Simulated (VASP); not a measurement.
Wanted: the native input for a VASP 6.6.1 run.

```
Task                   : single point
Functional             : PBE
Potentials or basis    : VASP PAW PBE potentials, release 64 (Al, Ga_d, Sb)
Cutoff                 : 520 eV
k mesh                 : 4 × 4 × 4
Occupations            : gaussian, width 0.1 eV
Spin                   : no spin polarisation
Dipole correction      : no
Further INCAR settings : ALGO = Normal; EDIFF = 1e-06; NBANDS = 26
```

The structure of Al2GaSb3 lies in POSCAR:

```
Al2GaSb3
1.0
    3.2011626600     -4.3812772600      0.0000000000
    3.2011626600      4.3812772600      0.0000000000
    0.0000000000      0.0000000000      6.1078365300
Al Ga Sb
2 1 3
Direct
    0.2001827200      0.2001827200      0.5000000000
    0.7998172800      0.7998172800      0.5000000000
    0.5000000000      0.5000000000      0.5000000000
    0.6875991200      0.3124008800      0.5000000000
    0.3124008800      0.6875991200      0.5000000000
    0.5000000000      0.5000000000      0.0000000000
```

The cell was built from a structure type or drawn by symmetry, and may not be a known phase.

The input as run:

INCAR

```
  PREC = Accurate
  ENCUT = 520
  EDIFF = 1E-6
  ISMEAR = 0
  SIGMA = 0.1
  LREAL = F
  LASPH = T
  NELM = 80
  ALGO = Normal
  ISIF = 2
  LWAVE = F
  LCHARG = T
  GGA = PE
  LELF = T
  LVHAR = T
  NBANDS = 26
```

KPOINTS

```
regular mesh
0
Gamma
  4 4 4
```

Potentials or basis: VASP PAW PBE potentials, release 64 (Al, Ga_d, Sb).

The run is started by

```sh
$ cat potpaw_PBE.64/Al/POTCAR potpaw_PBE.64/Ga_d/POTCAR potpaw_PBE.64/Sb/POTCAR > POTCAR
$ mpirun -np 1 vasp_std > vasp.out
```

Results of the run:

* Pressure: 65.4 GPa
* Largest force: 47.677 eV/Å
* Band gap on the k mesh: zero (bands 17 and 18 overlap by 0.99 eV)

Caveat: atoms lie so close that the PAW spheres overlap strongly, which falsifies energies and pressures; the cell stands under pressure; spin-orbit coupling is left out, which moves the levels of the heavy elements; forces of over 1 eV/Å act on the atoms, so gaps and moduli don't describe the material at rest.

Run time: 100 s on 1 thread of Intel(R) Xeon(R) Platinum 8259CL CPU @ 2.50GHz (Skylake/Cascade Lake), with other jobs on the host, peak memory 0.31 GiB.
